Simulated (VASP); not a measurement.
Set up this calculation in VASP 6.6.1, as the native input.

| Quantity | Value |
| --- | --- |
| Task | single point |
| Functional | r2SCAN |
| Potentials or basis | VASP PAW PBE potentials, release 64 (Cu, I) |
| Cutoff | 520 eV |
| k mesh | 8 × 8 × 8 |
| Occupations | gaussian, width 0.01 eV |
| Spin | no spin polarisation |
| Dipole correction | no |
| Further INCAR settings | ALGO = Normal; EDIFF = 1e-06; NBANDS = 16 |

CuI:

```
CELL_PARAMETERS angstrom
0.00000 2.90811 3.14948
2.90811 0.00000 3.14948
2.90811 2.90811 0.00000
ATOMIC_POSITIONS crystal
Cu 0.00000 0.00000 0.00000
I 0.25000 0.25000 0.25000
```

This cell differs from its parent crystal: epitaxial xy strain -3.5%.

One way to write it, as run:

POSCAR

```
CuI
1.0
    0.0000000000      2.9081141140      3.1494793147
    2.9081141140      0.0000000000      3.1494793147
    2.9081141140      2.9081141140      0.0000000000
Cu I
1 1
Direct
    0.0000000000      0.0000000000      0.0000000000
    0.2500000000      0.2500000000      0.2500000000
```

INCAR.step1

```
SYSTEM = CuI
PREC = Accurate
ENCUT = 520
ISMEAR = 0
SIGMA = 0.01
LREAL = .False.
LASPH = .True.
NELM = 60
NBANDS = 16
GGA = PE
ALGO = Normal
EDIFF = 1E-4
LWAVE = .True.
LCHARG = .False.
```

INCAR.step2

```
SYSTEM = CuI
PREC = Accurate
ENCUT = 520
EDIFF = 1E-6
ISMEAR = 0
SIGMA = 0.01
LREAL = .False.
LASPH = .True.
NELM = 60
ALGO = Normal
ISIF = 2
LWAVE = .False.
LCHARG = .True.
METAGGA = R2SCAN
LMIXTAU = .True.
LELF = .True.
LVHAR = .True.
NBANDS = 16
ISTART = 1
```

KPOINTS

```
regular mesh
0
Gamma
  8 8 8
  0 0 0
```

Potentials or basis: VASP PAW PBE potentials, release 64 (Cu, I).

Run with:

```bash
$ cat potpaw_PBE.64/Cu/POTCAR potpaw_PBE.64/I/POTCAR > POTCAR
$ cp INCAR.step1 INCAR
$ mpirun -np 1 vasp_std > vasp.out
$ cp INCAR.step2 INCAR
$ mpirun -np 1 vasp_std > vasp.out
```

Results of the run:

The pressure is 1.1 GPa and the band gap on the k mesh is 1.69 eV, direct.

Caveat: the cell differs from its parent crystal (epitaxial xy strain -3.5%); the PAW data sets were made with another functional, which shifts forces and pressure a little; spin-orbit coupling is left out, which moves the levels of the heavy elements.

Run time: 100 s on 1 thread of Intel(R) Xeon(R) Platinum 8259CL CPU @ 2.50GHz (Skylake/Cascade Lake), on a shared host, peak memory 0.22 GiB.
